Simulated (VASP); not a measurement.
# CdTe (e600) (I-4m2) in VASP: further runs

Runs on CdTe (e600). Level: PBEsol. Tasks: relaxation of the atoms.

Program: VASP 6.6.1. These are calculated values, not measurements. Logs are shortened: lines on timing, memory, paths and dates and some standing lists are left out, and cuts for length are marked.

## Step 1: The cell of the first run

The structure is tetragonal, space group I-4m2 (No. 119). Conventional cell: a = 4.456 Å, b = 4.456 Å, c = 6.736 Å, α = 90.00°, β = 90.00°, γ = 90.00°. Cd (site symmetry -4m2) has 4 Te at 2.79 Å within 3.7 Å. Te (site symmetry -4m2) has 4 Cd at 2.79 Å within 3.7 Å.

## Step 2: Relaxation of the atoms, PBEsol (strained cell)

Input file INCAR:

```
SYSTEM = CdTe
PREC     = Accurate       ! precision mode
ENCUT    = 450            ! plane-wave cutoff, eV
EDIFF    = 1E-7           ! SCF threshold, eV
ISMEAR   = 0              ! smearing method
SIGMA    = 0.02           ! smearing width, eV
LREAL    = .FALSE.        ! projectors in reciprocal space
LASPH    = .TRUE.         ! aspherical terms in the spheres
NELM     = 120            ! most SCF steps
ALGO     = Normal         ! electronic algorithm
ISIF     = 2              ! what is computed and relaxed
LWAVE    = .FALSE.        ! write WAVECAR
LCHARG   = .FALSE.        ! write CHGCAR
GGA      = PS             ! functional
IBRION   = 2              ! ionic algorithm
NSW      = 60             ! ionic steps
EDIFFG   = -0.002         ! ionic threshold
GGA_COMPAT= .FALSE.      
NELMIN   = 4
```

Input file KPOINTS:

```
regular mesh
0
G
  6 6 6
  0 0 0
```

Input file POSCAR:

```
CdTe
1.0
    0.0000000000      3.1511616752      3.3680796242
    3.1511616752      0.0000000000      3.3680796242
    3.1511616752      3.1511616752      0.0000000000
Cd Te
1 1
Direct
    0.0000000000      0.0000000000      0.0000000000
    0.2500000000      0.2500000000      0.2500000000
```

Potentials or basis: VASP PAW PBE potentials, release 64 (Cd, Te).

Run with:

```sh
> cat potpaw_PBE.64/Cd/POTCAR potpaw_PBE.64/Te/POTCAR > POTCAR
> mpirun -np 1 vasp_std > vasp.out
```

OUTCAR:

```text
SYSTEM = CdTe
   PREC = Accurate
   ENCUT = 450
   EDIFF = 1E-7
   ISMEAR = 0
   LREAL = .FALSE.
   LASPH = .TRUE.
   NELM = 120
   ISIF = 2
   GGA = PS
   IBRION = 2
   NSW = 60
   EDIFFG = -0.002
   NELMIN = 4

 ion  position               nearest neighbor table
   1  0.000  0.000  0.000-   2 2.79   2 2.79   2 2.79   2 2.79
   2  0.250  0.250  0.250-   1 2.79   1 2.79   1 2.79   1 2.79

  LATTYP: Found a body centered tetragonal cell.
 ALAT       =     4.4564155783
 C/A-ratio  =     1.5115644244

  Lattice vectors:

 A1 = (  -3.1511616752,   0.0000000000,   3.3680796242)
 A2 = (   3.1511616752,   0.0000000000,   3.3680796242)
 A3 = (   0.0000000000,   3.1511616752,  -3.3680796242)

Analysis of symmetry for initial positions (statically):
=====================================================================
 Subroutine PRICEL returns:
 Original cell was already a primitive cell.

 Routine SETGRP: Setting up the symmetry group for a
 body centered tetragonal supercell.

 Subroutine GETGRP returns: Found  8 space group operations
 (whereof  8 operations were pure point group operations)
 out of a pool of 16 trial point group operations.

The static configuration has the point symmetry D_2d.

Analysis of symmetry for dynamics (positions and initial velocities):
=====================================================================
 Subroutine PRICEL returns:
 Original cell was already a primitive cell.

 Routine SETGRP: Setting up the symmetry group for a
 body centered tetragonal supercell.

 Subroutine GETGRP returns: Found  8 space group operations
 (whereof  8 operations were pure point group operations)
 out of a pool of 16 trial point group operations.

The dynamic configuration has the point symmetry D_2d.

 Subroutine INISYM returns: Found  8 space group operations
 (whereof  8 operations are pure point group operations),
 and found     1 'primitive' translations

----------------------------------------------------------------------------------------

                                     Primitive cell

  volume of cell :      66.8888

  direct lattice vectors                    reciprocal lattice vectors
     0.000000000  3.151161675  3.368079624    -0.158671643  0.158671643  0.148452547
     3.151161675  0.000000000  3.368079624     0.158671643 -0.158671643  0.148452547
     3.151161675  3.151161675  0.000000000     0.158671643  0.158671643 -0.148452547

  length of vectors
     4.612350839  4.612350839  4.456415578     0.269056759  0.269056759  0.269056759

  position of ions in fractional coordinates (direct lattice)
     0.000000000  0.000000000  0.000000000
     0.250000000  0.250000000  0.250000000

  ion indices of the primitive-cell ions
   primitive index   ion index
                 1           1
                 2           2

----------------------------------------------------------------------------------------

 KPOINTS: regular mesh

Automatic generation of k-mesh.
 Grid dimensions read from file:
 generate k-points for:    6    6    6

 Generating k-lattice:

  Cartesian coordinates                     Fractional coordinates (reciprocal lattice)
    -0.026445274  0.026445274  0.024742091     0.166666667  0.000000000  0.000000000
     0.026445274 -0.026445274  0.024742091     0.000000000  0.166666667  0.000000000
     0.026445274  0.026445274 -0.024742091    -0.000000000 -0.000000000  0.166666667

  Length of vectors
     0.044842793  0.044842793  0.044842793

  Shift w.r.t. Gamma in fractional coordinates (k-lattice)
     0.000000000  0.000000000  0.000000000

 Subroutine IBZKPT returns following result:
 ===========================================

 Found     30 irreducible k-points:

 Following reciprocal coordinates:
            Coordinates               Weight
  0.000000  0.000000  0.000000      1.000000
  0.166667 -0.000000  0.000000      8.000000
  0.333333  0.000000  0.000000      8.000000
  0.500000 -0.000000  0.000000      4.000000
  0.166667  0.166667  0.000000      2.000000
  0.333333  0.166667  0.000000      8.000000
[... 16 lines left out ...]
  0.333333  0.000000  0.333333      4.000000
  0.500000 -0.000000  0.333333     16.000000
 [... further k-points ...]
   k-points           NKPTS =     30   k-points in BZ     NKDIM =     30   number of bands    NBANDS=     13
   number of dos      NEDOS =    301   number of ions     NIONS =      2
   total plane-waves  NPLWV =  32768
   dimension x,y,z NGX =    32 NGY =   32 NGZ =   32
   dimension x,y,z NGXF=    64 NGYF=   64 NGZF=   64
   ions per type =               1   1
   NGX,Y,Z   is equivalent  to a cutoff of  11.53, 11.53, 11.94 a.u.
   NGXF,Y,Z  is equivalent  to a cutoff of  23.07, 23.07, 23.88 a.u.
 SYSTEM =  CdTe
   PREC   = accura    normal or accurate (medium, high low for compatibility)
   ISTART =      0    job   : 0-new  1-cont  2-samecut
   ICHARG =      2    charge: 1-file 2-atom 10-const
   ISPIN  =      1    spin polarized calculation?
   LNONCOLLINEAR =      F non collinear calculations
   LSORBIT =      F    spin-orbit coupling
   LASPH  =      T    aspherical Exc in radial PAW
   ENCUT  =  450.0 eV  33.07 Ry    5.75 a.u.   7.98  7.98  7.71*2*pi/ulx,y,z
   NELM   =    120;   NELMIN=  4; NELMDL= -5     # of ELM steps
   EDIFF  = 0.1E-06   stopping-criterion for ELM
   LREAL  =      F    real-space projection
   EDIFFG = -.2E-02   stopping-criterion for IOM
   NSW    =     60    number of steps for IOM
   IBRION =      2    ionic relax: 0-MD 1-quasi-New 2-CG
   NFREE  =      1    steps in history (QN), initial steepest desc. (CG)
   ISIF   =      2    stress and relaxation
   ISYM   =      2    0-nonsym 1-usesym 2-fastsym
   POTIM  = 0.5000    time-step for ionic-motion
   TEBEG  =    0.0;   TEEND  =   0.0 temperature during run
   PSTRESS=    0.0 pullay stress
   NELECT =      18.0000    total number of electrons
   NUPDOWN=      -1.0000    fix difference up-down
   EMIN   =  10.00;   EMAX   =-10.00  energy-range for DOS
   EFERMI =   0.00;   METHOD = LEGACY
   ISMEAR =     0;   SIGMA  =   0.02  broadening in eV -4-tet -1-fermi 0-gaus
   EFERMI_NEDOS =   21; number of points for ismear=-14 and -15
   IALGO  =     38    algorithm
   IMIX   =      4    mixing-type and parameters
     AMIX     =   0.40;   BMIX     =  1.00
     AMIX_MAG =   1.60;   BMIX_MAG =  1.00
  volume/ion in A,a.u.               =      33.44       225.69
  Fermi-wavevector in a.u.,A,eV,Ry     =   1.056934  1.997315 15.199190  1.117109
  Thomas-Fermi vector in A             =   2.192188
   LORBIT       =      0    0 simple, 1 ext, 2 COOP (PROOUT), +10 PAW based schemes
   GGA     = PS    functional components
   LHFCALC =     F    Hartree Fock is set to
   AEXX    =    0.0000 exact exchange contribution
   IVDW    =     0    specifies the selected vdW correction
   LEPSILON=     F    determine dielectric tensor
   LRPA    =     F    only Hartree local field effects (RPA)
 conjugate gradient relaxation of ions
 non-spin polarized calculation
 Gauss-broadening in eV      SIGMA  =   0.02
  energy-cutoff  :      450.00
  volume of cell :       66.89
 maximum number of plane-waves:      1463
   NGX = 15   NGY = 15   NGZ = 15

 number of electron      18.0000002 magnetization

 Free energy of the ion-electron system (eV)
  ---------------------------------------------------
  ext. energy  EPLUGINS =         0.00000000
  ---------------------------------------------------
  free energy    TOTEN  =        -5.46648566 eV

  energy without entropy =       -5.46648566  energy(sigma->0) =       -5.46648566

 E-fermi :   2.5808     XC(G=0):  -8.8607

 val. band max:        2.4520057216   @ k =   0.0000   0.0000   0.0000
 cond. band min:       3.0642362185   @ k =   0.0000   0.0000   0.0000
 fundamental gap:      0.6122304969
 Fermi energy:         2.5807916252

 k-point     1 :       0.0000    0.0000    0.0000
  band No.  band energies     occupation
      1      -8.9335      2.00000
      2      -5.9579      2.00000
      3      -5.9399      2.00000
      4      -5.9399      2.00000
      5      -5.6775      2.00000
      6      -5.6648      2.00000
      7       2.1962      2.00000
      8       2.4520      2.00000
      9       2.4520      2.00000
     10       3.0642      0.00000
     11       6.9227      0.00000
     12       6.9227      0.00000
     13       6.9357      0.00000

 k-point     2 :       0.1667   -0.0000    0.0000
  band No.  band energies     occupation
      1      -8.8268      2.00000
      2      -5.9337      2.00000
      3      -5.9200      2.00000
      4      -5.8641      2.00000
      5      -5.6753      2.00000
      6      -5.6684      2.00000
      7       0.5667      2.00000
      8       2.0215      2.00000
      9       2.2415      2.00000
     10       4.1817      0.00000
     11       6.9160      0.00000
     12       7.2980      0.00000
     13       7.3475      0.00000

 k-point     3 :       0.3333    0.0000    0.0000
  band No.  band energies     occupation
      1      -8.6122      2.00000
      2      -5.9011      2.00000
      3      -5.8845      2.00000
      4      -5.6742      2.00000
      5      -5.6702      2.00000
      6      -5.5712      2.00000
      7      -1.3192      2.00000
      8       1.5804      2.00000
      9       1.8918      2.00000
     10       4.2049      0.00000
     11       7.3772      0.00000
     12       7.7025      0.00000
     13       8.6169      0.00000

 k-point     4 :       0.5000   -0.0000    0.0000
  band No.  band energies     occupation
      1      -8.5065      2.00000
      2      -5.8894      2.00000
      3      -5.8700      2.00000
      4      -5.6674      2.00000
      5      -5.6587      2.00000
      6      -5.3131      2.00000
      7      -2.1936      2.00000
      8       1.3898      2.00000
      9       1.7410      2.00000
     10       4.0759      0.00000
     11       7.3501      0.00000
     12       7.7061      0.00000
     13       9.3388      0.00000

 k-point     5 :       0.1667    0.1667    0.0000
  band No.  band energies     occupation
      1      -8.8009      2.00000
      2      -5.9010      2.00000
      3      -5.9010      2.00000
      4      -5.8758      2.00000
      5      -5.6918      2.00000
      6      -5.6589      2.00000
      7       0.4207      2.00000
      8       1.8566      2.00000
      9       1.8566      2.00000
     10       4.8128      0.00000
     11       6.1039      0.00000
     12       7.9070      0.00000
     13       7.9070      0.00000
[... 257 lines left out ...]
 k-point    22 :      -0.3333    0.5000    0.1667
  band No.  band energies     occupation
      1      -8.3932      2.00000
      2      -5.8129      2.00000
      3      -5.8024      2.00000
      4      -5.7143      2.00000
      5      -5.6610      2.00000
      6      -5.1490      2.00000
      7      -2.1094      2.00000
      8       0.1857      2.00000
      9       0.2358      2.00000
     10       6.3299      0.00000
     11       6.3985      0.00000
     12       9.0444      0.00000
     13       9.2420      0.00000

 k-point    23 :       0.3333    0.0000    0.3333
  band No.  band energies     occupation
      1      -8.4998      2.00000
      2      -5.8413      2.00000
      3      -5.8032      2.00000
      4      -5.7804      2.00000
      5      -5.6501      2.00000
      6      -5.4539      2.00000
      7      -1.0937      2.00000
      8       0.6704      2.00000
      9       0.7929      2.00000
     10       4.8589      0.00000
     11       5.4115      0.00000
     12       9.3625      0.00000
     13       9.7471      0.00000

 k-point    24 :       0.5000   -0.0000    0.3333
  band No.  band energies     occupation
      1      -8.4005      2.00000
      2      -5.8314      2.00000
      3      -5.7907      2.00000
      4      -5.7478      2.00000
      5      -5.6490      2.00000
      6      -5.1941      2.00000
      7      -1.7624      2.00000
      8       0.0891      2.00000
      9       0.5879      2.00000
     10       4.9724      0.00000
     11       5.8754      0.00000
     12       9.1549      0.00000
     13      10.1403      0.00000

 [... further k-points ...]

------------------------ aborting loop because EDIFF is reached ----------------------------------------

  FORCE on cell =-STRESS in cart. coord.  units (eV):
  Direction    XX          YY          ZZ          XY          YZ          ZX
  --------------------------------------------------------------------------------------
  -------------------------------------------------------------------------------------
  Total        0.5705539      0.5705539      0.0451500      0.0000000      0.0000000      0.0000000
  in kB       13.6663812     13.6663812      1.0814701      0.0000000      0.0000000      0.0000000
  external PRESSURE =       9.4714108 kB  Pullay stress =       0.0000000 kB

 VOLUME and BASIS-vectors are now :
 -----------------------------------------------------------------------------
  energy-cutoff  :      450.00
  volume of cell :       66.89
      direct lattice vectors                 reciprocal lattice vectors
     0.000000000  3.151161675  3.368079624    -0.158671643  0.158671643  0.148452547
     3.151161675  0.000000000  3.368079624     0.158671643 -0.158671643  0.148452547
     3.151161675  3.151161675  0.000000000     0.158671643  0.158671643 -0.148452547

 POSITION                                       TOTAL-FORCE (eV/Angst)
 -----------------------------------------------------------------------------------
      0.00000      0.00000      0.00000         0.000000      0.000000      0.000000
      1.57558      1.57558      1.68404        -0.000000     -0.000000     -0.000000
 -----------------------------------------------------------------------------------
    total drift:                               -0.000000     -0.000000      0.000000

  FREE ENERGIE OF THE ION-ELECTRON SYSTEM (eV)
  ---------------------------------------------------
  free  energy   TOTEN  =        -5.4664856632 eV

  energy  without entropy=       -5.4664856632  energy(sigma->0) =       -5.46648566

 reached required accuracy - stopping structural energy minimisation
```

It took 12 s on 1 thread of AMD EPYC 9R45 (Zen 5), shared host; peak memory 0.15 GiB.

What came out:

| Item | Value |
| --- | --- |
| Free energy | -5.4665 eV |
| Pressure after relaxing | 0.9 GPa |
| Band gap on the k mesh | 0.61 eV, direct |

Stress tensor (GPa, compression positive):
```
1.37 0.00 0.00
0.00 1.37 0.00
0.00 0.00 0.11
```

Final structure:
```xyz
2
Lattice="0.0000 3.1512 3.3681 3.1512 0.0000 3.3681 3.1512 3.1512 0.0000" Properties=species:S:1:pos:R:3 pbc="T T T"
Cd    0.0000    0.0000    0.0000
Te    1.5756    1.5756    1.6840
```

Levels at points of the mesh, in eV from the valence-band top:
```csv
k point,band 5,band 6,band 7,band 8,band 9,band 10,band 11,band 12,band 13
"(0.00, 0.00, 0.00)",-8.13,-8.12,-0.26,0.00,0.00,0.61,4.47,4.47,4.48
"(0.50, 0.00, 0.00)",-8.11,-7.77,-4.65,-1.06,-0.71,1.62,4.90,5.25,6.89
"(0.50, 0.50, 0.00)",-8.09,-7.70,-4.73,-1.82,-1.82,2.56,2.85,8.39,9.07
"(0.50, 0.00, 0.50)",-8.09,-7.59,-4.39,-2.16,-2.06,2.29,2.35,8.70,8.83
```

Caveat: the cell differs from its parent crystal (strained cell); the relaxation stopped at its first step, so nothing moved; the PAW data sets were made with another functional, which shifts forces and pressure a little; spin-orbit coupling is left out, which moves the levels of the heavy elements.

[end of part 1 of 2]
